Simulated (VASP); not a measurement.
# Ca (P6_3/mmc) in VASP: a series of runs

Ca is run at these levels: PBEsol; tasks: single point.

All numbers are computed with VASP 6.6.1; they aren't measurements. Logs are shortened: lines on timing, memory, paths and dates and some standing lists are left out, and cuts for length are marked.

## Step 1: The cell of the first run

Symmetry: P6_3/mmc, No. 194, hexagonal system. Conventional cell: a = 3.821 Å, b = 3.821 Å, c = 6.781 Å, α = 90.00°, β = 90.00°, γ = 120.00°. Within 5.0 Å of Ca (site symmetry -6m2) lie 12 Ca at 3.82 to 4.04 Å.

This isn't the form of Ca at room conditions, which is fcc.

## Step 2: Single point, PBEsol (strain -0.040 along x and y, +0.040 along z)

Input file INCAR:

```
PREC     = Accurate       # precision mode
ENCUT    = 520            # plane-wave cutoff, eV
EDIFF    = 1E-6           # SCF threshold, eV
ISMEAR   = 0              # smearing method
SIGMA    = 0.15           # smearing width, eV
LREAL    = False          # projectors in reciprocal space
LASPH    = True           # aspherical terms in the spheres
NELM     = 60             # most SCF steps
ALGO     = Fast           # electronic algorithm
ISIF     = 2              # what is computed and relaxed
LWAVE    = False          # write WAVECAR
LCHARG   = False          # write CHGCAR
GGA      = PS             # functional
NBANDS   = 17             # bands
```

Input file KPOINTS:

```
regular mesh
0
Gamma
  12 12 8
```

Input file POSCAR:

```
Ca
1.0
    3.8207995398      0.0000000000      0.0000000000
   -1.9103997699      3.3089094642      0.0000000000
    0.0000000000      0.0000000000      6.7808000000
Ca
2
Direct
    0.3333333333      0.6666666667      0.2500000000
    0.6666666667      0.3333333333      0.7500000000
```

Potentials or basis: VASP PAW PBE potentials, release 64 (Ca_sv).

On the command line:

```
$ cat potpaw_PBE.64/Ca_sv/POTCAR > POTCAR
$ mpirun -np 1 vasp_std > vasp.out
```

OUTCAR:

```text
PREC = Accurate
   ENCUT = 520
   EDIFF = 1E-6
   ISMEAR = 0
   LREAL = False
   LASPH = True
   NELM = 60
   ISIF = 2
   GGA = PS

 ion  position               nearest neighbor table
   1  0.333  0.667  0.250-
   2  0.667  0.333  0.750-

  LATTYP: Found a hexagonal cell.
 ALAT       =     3.8207995398
 C/A-ratio  =     1.7747070814

  Lattice vectors:

 A1 = (   3.8207995398,   0.0000000000,   0.0000000000)
 A2 = (  -1.9103997699,   3.3089094642,   0.0000000000)
 A3 = (   0.0000000000,   0.0000000000,   6.7808000000)

Analysis of symmetry for initial positions (statically):
=====================================================================
 Subroutine PRICEL returns:
 Original cell was already a primitive cell.

 Routine SETGRP: Setting up the symmetry group for a
 hexagonal supercell.

 Subroutine GETGRP returns: Found 24 space group operations
 (whereof 12 operations were pure point group operations)
 out of a pool of 24 trial point group operations.

The static configuration has the point symmetry D_3d.
 The point group associated with its full space group is D_6h.

Analysis of symmetry for dynamics (positions and initial velocities):
=====================================================================
 Subroutine PRICEL returns:
 Original cell was already a primitive cell.

 Routine SETGRP: Setting up the symmetry group for a
 hexagonal supercell.

 Subroutine GETGRP returns: Found 24 space group operations
 (whereof 12 operations were pure point group operations)
 out of a pool of 24 trial point group operations.

The dynamic configuration has the point symmetry D_3d.
 The point group associated with its full space group is D_6h.

 Subroutine INISYM returns: Found 24 space group operations
 (whereof 12 operations are pure point group operations),
 and found     1 'primitive' translations

----------------------------------------------------------------------------------------

                                     Primitive cell

  volume of cell :      85.7275

  direct lattice vectors                    reciprocal lattice vectors
     3.820799540  0.000000000  0.000000000     0.261725325  0.151107187  0.000000000
    -1.910399770  3.308909464  0.000000000     0.000000000  0.302214373  0.000000000
     0.000000000  0.000000000  6.780800000     0.000000000  0.000000000  0.147475224

  length of vectors
     3.820799540  3.820799540  6.780800000     0.302214373  0.302214373  0.147475224

  position of ions in fractional coordinates (direct lattice)
     0.333333333  0.666666667  0.250000000
     0.666666667  0.333333333  0.750000000

  ion indices of the primitive-cell ions
   primitive index   ion index
                 1           1
                 2           2

----------------------------------------------------------------------------------------

 KPOINTS: regular mesh

Automatic generation of k-mesh.
 Grid dimensions read from file:
 generate k-points for:   12   12    8

 Generating k-lattice:

  Cartesian coordinates                     Fractional coordinates (reciprocal lattice)
     0.021810444  0.012592266  0.000000000     0.083333333  0.000000000  0.000000000
     0.000000000  0.025184531  0.000000000     0.000000000  0.083333333  0.000000000
     0.000000000  0.000000000  0.018434403     0.000000000  0.000000000  0.125000000

  Length of vectors
     0.025184531  0.025184531  0.018434403

  Shift w.r.t. Gamma in fractional coordinates (k-lattice)
     0.000000000  0.000000000  0.000000000

 Subroutine IBZKPT returns following result:
 ===========================================

 Found     95 irreducible k-points:

 Following reciprocal coordinates:
            Coordinates               Weight
  0.000000  0.000000  0.000000      1.000000
  0.083333  0.000000  0.000000      6.000000
  0.166667 -0.000000  0.000000      6.000000
  0.250000  0.000000  0.000000      6.000000
  0.333333  0.000000  0.000000      6.000000
  0.416667  0.000000  0.000000      6.000000
[... 16 lines left out ...]
  0.250000  0.000000  0.125000     12.000000
  0.333333  0.000000  0.125000     12.000000
 [... further k-points ...]
   k-points           NKPTS =     95   k-points in BZ     NKDIM =     95   number of bands    NBANDS=     17
   number of dos      NEDOS =    301   number of ions     NIONS =      2
   total plane-waves  NPLWV =  39200
   dimension x,y,z NGX =    28 NGY =   28 NGZ =   50
   dimension x,y,z NGXF=    56 NGYF=   56 NGZF=  100
   ions per type =               2
   NGX,Y,Z   is equivalent  to a cutoff of  12.18, 12.18, 12.26 a.u.
   NGXF,Y,Z  is equivalent  to a cutoff of  24.37, 24.37, 24.52 a.u.
 SYSTEM =  unknown system
   PREC   = accura    normal or accurate (medium, high low for compatibility)
   ISTART =      0    job   : 0-new  1-cont  2-samecut
   ICHARG =      2    charge: 1-file 2-atom 10-const
   ISPIN  =      1    spin polarized calculation?
   LNONCOLLINEAR =      F non collinear calculations
   LSORBIT =      F    spin-orbit coupling
   LASPH  =      T    aspherical Exc in radial PAW
   ENCUT  =  520.0 eV  38.22 Ry    6.18 a.u.   7.10  7.10 12.61*2*pi/ulx,y,z
   NELM   =     60;   NELMIN=  2; NELMDL= -5     # of ELM steps
   EDIFF  = 0.1E-05   stopping-criterion for ELM
   LREAL  =      F    real-space projection
   EDIFFG = 0.1E-04   stopping-criterion for IOM
   NSW    =      0    number of steps for IOM
   IBRION =     -1    ionic relax: 0-MD 1-quasi-New 2-CG
   NFREE  =      0    steps in history (QN), initial steepest desc. (CG)
   ISIF   =      2    stress and relaxation
   ISYM   =      2    0-nonsym 1-usesym 2-fastsym
   POTIM  = 0.5000    time-step for ionic-motion
   TEBEG  =    0.0;   TEEND  =   0.0 temperature during run
   PSTRESS=    0.0 pullay stress
   NELECT =      20.0000    total number of electrons
   NUPDOWN=      -1.0000    fix difference up-down
   EMIN   =  10.00;   EMAX   =-10.00  energy-range for DOS
   EFERMI =   0.00;   METHOD = LEGACY
   ISMEAR =     0;   SIGMA  =   0.15  broadening in eV -4-tet -1-fermi 0-gaus
   EFERMI_NEDOS =   21; number of points for ismear=-14 and -15
   IALGO  =     68    algorithm
   IMIX   =      4    mixing-type and parameters
     AMIX     =   0.40;   BMIX     =  1.00
     AMIX_MAG =   1.60;   BMIX_MAG =  1.00
  volume/ion in A,a.u.               =      42.86       289.26
  Fermi-wavevector in a.u.,A,eV,Ry     =   1.007809  1.904482 13.819146  1.015679
  Thomas-Fermi vector in A             =   2.140637
   LORBIT       =      0    0 simple, 1 ext, 2 COOP (PROOUT), +10 PAW based schemes
   GGA     = PS    functional components
   LHFCALC =     F    Hartree Fock is set to
   AEXX    =    0.0000 exact exchange contribution
   IVDW    =     0    specifies the selected vdW correction
   LEPSILON=     F    determine dielectric tensor
   LRPA    =     F    only Hartree local field effects (RPA)
 non-spin polarized calculation
 RMM-DIIS sequential band-by-band and
 Gauss-broadening in eV      SIGMA  =   0.15
  energy-cutoff  :      520.00
  volume of cell :       85.73
 maximum number of plane-waves:      2352
   NGX = 15   NGY = 15   NGZ = 25

 number of electron      20.0000004 magnetization

 Free energy of the ion-electron system (eV)
  ---------------------------------------------------
  ext. energy  EPLUGINS =         0.00000000
  ---------------------------------------------------
  free energy    TOTEN  =        -4.22985112 eV

  energy without entropy =       -4.20550073  energy(sigma->0) =       -4.21767592

 E-fermi :   1.8695     XC(G=0):  -7.7584

 val. band max:        1.8538785727   @ k =   0.3333   0.2500   0.3750
 cond. band min:       1.8771580798   @ k =   0.3333   0.0833   0.0000
 fundamental gap:      0.0232795070
 Fermi energy:         1.8695370245

 k-point     1 :       0.0000    0.0000    0.0000
  band No.  band energies     occupation
      1     -40.0443      2.00000
      2     -40.0357      2.00000
      3     -21.1409      2.00000
      4     -21.0481      2.00000
      5     -21.0481      2.00000
      6     -21.0370      2.00000
[... 9 lines left out ...]
     16       4.4024      0.00000
     17       5.0539      0.00000

 k-point     2 :       0.0833    0.0000    0.0000
  band No.  band energies     occupation
      1     -40.0434      2.00000
      2     -40.0350      2.00000
      3     -21.1380      2.00000
      4     -21.0571      2.00000
      5     -21.0506      2.00000
      6     -21.0462      2.00000
[... 9 lines left out ...]
     16       4.4858      0.00000
     17       4.9660      0.00000

 k-point     3 :       0.1667   -0.0000    0.0000
  band No.  band energies     occupation
      1     -40.0407      2.00000
      2     -40.0331      2.00000
      3     -21.1299      2.00000
      4     -21.0819      2.00000
      5     -21.0711      2.00000
      6     -21.0574      2.00000
[... 9 lines left out ...]
     16       4.5569      0.00000
     17       4.7272      0.00000

 k-point     4 :       0.2500    0.0000    0.0000
  band No.  band energies     occupation
      1     -40.0370      2.00000
      2     -40.0306      2.00000
      3     -21.1181      2.00000
      4     -21.1159      2.00000
      5     -21.1046      2.00000
      6     -21.0665      2.00000
[... 9 lines left out ...]
     16       4.6076      0.00000
     17       5.0115      0.00000

 k-point     5 :       0.3333    0.0000    0.0000
  band No.  band energies     occupation
      1     -40.0331      2.00000
      2     -40.0282      2.00000
      3     -21.1499      2.00000
      4     -21.1375      2.00000
      5     -21.1046      2.00000
      6     -21.0754      2.00000
[... 9 lines left out ...]
     16       4.8332      0.00000
     17       5.3845      0.00000

 k-point     6 :       0.4167    0.0000    0.0000
  band No.  band energies     occupation
      1     -40.0301      2.00000
      2     -40.0266      2.00000
      3     -21.1747      2.00000
      4     -21.1612      2.00000
      5     -21.0925      2.00000
      6     -21.0819      2.00000
[... 9 lines left out ...]
     16       5.2714      0.00000
     17       5.8759      0.00000

 k-point     7 :       0.5000    0.0000    0.0000
  band No.  band energies     occupation
      1     -40.0289      2.00000
      2     -40.0261      2.00000
      3     -21.1838      2.00000
      4     -21.1699      2.00000
      5     -21.0870      2.00000
      6     -21.0843      2.00000
[... 9 lines left out ...]
     16       5.6286      0.00000
     17       5.8586      0.00000

 k-point     8 :       0.0833    0.0833    0.0000
  band No.  band energies     occupation
      1     -40.0415      2.00000
      2     -40.0337      2.00000
      3     -21.1326      2.00000
      4     -21.0728      2.00000
      5     -21.0650      2.00000
      6     -21.0537      2.00000
[... 9 lines left out ...]
     16       4.6560      0.00000
     17       4.6730      0.00000
[... 203 lines left out ...]
      1     -40.0259      2.00000
      2     -40.0259      2.00000
      3     -21.1489      2.00000
      4     -21.1368      2.00000
      5     -21.1368      2.00000
      6     -21.1231      2.00000
[... 9 lines left out ...]
     16       5.3142      0.00000
     17       5.3620      0.00000

 k-point    20 :       0.0000    0.0000    0.1250
  band No.  band energies     occupation
      1     -40.0440      2.00000
      2     -40.0360      2.00000
      3     -21.1370      2.00000
      4     -21.0477      2.00000
      5     -21.0477      2.00000
      6     -21.0410      2.00000
[... 9 lines left out ...]
     16       4.3812      0.00000
     17       5.0992      0.00000

 k-point    21 :       0.0833    0.0000    0.1250
  band No.  band energies     occupation
      1     -40.0430      2.00000
      2     -40.0353      2.00000
      3     -21.1343      2.00000
      4     -21.0566      2.00000
      5     -21.0502      2.00000
      6     -21.0477      2.00000
[... 9 lines left out ...]
     16       4.4612      0.00000
     17       4.9955      0.00000

 k-point    22 :       0.1667   -0.0000    0.1250
  band No.  band energies     occupation
      1     -40.0404      2.00000
      2     -40.0334      2.00000
      3     -21.1271      2.00000
      4     -21.0810      2.00000
      5     -21.0723      2.00000
      6     -21.0569      2.00000
[... 9 lines left out ...]
     16       4.6726      0.00000
     17       4.7114      0.00000

 k-point    23 :       0.2500    0.0000    0.1250
  band No.  band energies     occupation
      1     -40.0367      2.00000
      2     -40.0308      2.00000
      3     -21.1222      2.00000
      4     -21.1095      2.00000
      5     -21.1048      2.00000
      6     -21.0659      2.00000
[... 9 lines left out ...]
     16       4.6188      0.00000
     17       4.8941      0.00000

 k-point    24 :       0.3333    0.0000    0.1250
  band No.  band energies     occupation
      1     -40.0329      2.00000
      2     -40.0283      2.00000
      3     -21.1508      2.00000
      4     -21.1389      2.00000
      5     -21.1008      2.00000
      6     -21.0748      2.00000
[... 9 lines left out ...]
     16       4.8789      0.00000
     17       5.3761      0.00000

 [... further k-points ...]

------------------------ aborting loop because EDIFF is reached ----------------------------------------

  FORCE on cell =-STRESS in cart. coord.  units (eV):
  Direction    XX          YY          ZZ          XY          YZ          ZX
  --------------------------------------------------------------------------------------
  -------------------------------------------------------------------------------------
  Total        0.0135888      0.0135888     -1.3020369      0.0000000     -0.0000000      0.0000000
  in kB        0.2539631      0.2539631    -24.3340173      0.0000000     -0.0000000      0.0000000
  external PRESSURE =      -7.9420304 kB  Pullay stress =       0.0000000 kB

 VOLUME and BASIS-vectors are now :
 -----------------------------------------------------------------------------
  energy-cutoff  :      520.00
  volume of cell :       85.73
      direct lattice vectors                 reciprocal lattice vectors
     3.820799540  0.000000000  0.000000000     0.261725325  0.151107187  0.000000000
    -1.910399770  3.308909464  0.000000000     0.000000000  0.302214373  0.000000000
     0.000000000  0.000000000  6.780800000     0.000000000  0.000000000  0.147475224

 POSITION                                       TOTAL-FORCE (eV/Angst)
 -----------------------------------------------------------------------------------
     -0.00000      2.20594      1.69520         0.000000      0.000000      0.000000
      1.91040      1.10297      5.08560        -0.000000      0.000000     -0.000000
 -----------------------------------------------------------------------------------
    total drift:                               -0.000000      0.000000     -0.000000

  FREE ENERGIE OF THE ION-ELECTRON SYSTEM (eV)
  ---------------------------------------------------
  free  energy   TOTEN  =        -4.2298511169 eV

  energy  without entropy=       -4.2055007312  energy(sigma->0) =       -4.21767592
```

Run time: 2.5 min. Hardware: 1 thread of Intel Xeon Platinum 8259CL at 2.50GHz (Skylake/Cascade Lake), shared host; peak memory 0.26 GiB.

What came out:

```
Free energy            : -4.2299 eV
Pressure               : -0.8 GPa
Band gap on the k mesh : zero (bands 10 and 11 overlap by 0.75 eV)
```

Caveat: the cell differs from its parent crystal (strain -0.040 along x and y, +0.040 along z); the PAW data sets were made with another functional, which shifts forces and pressure a little.

(Continued in part 2 of 2.)
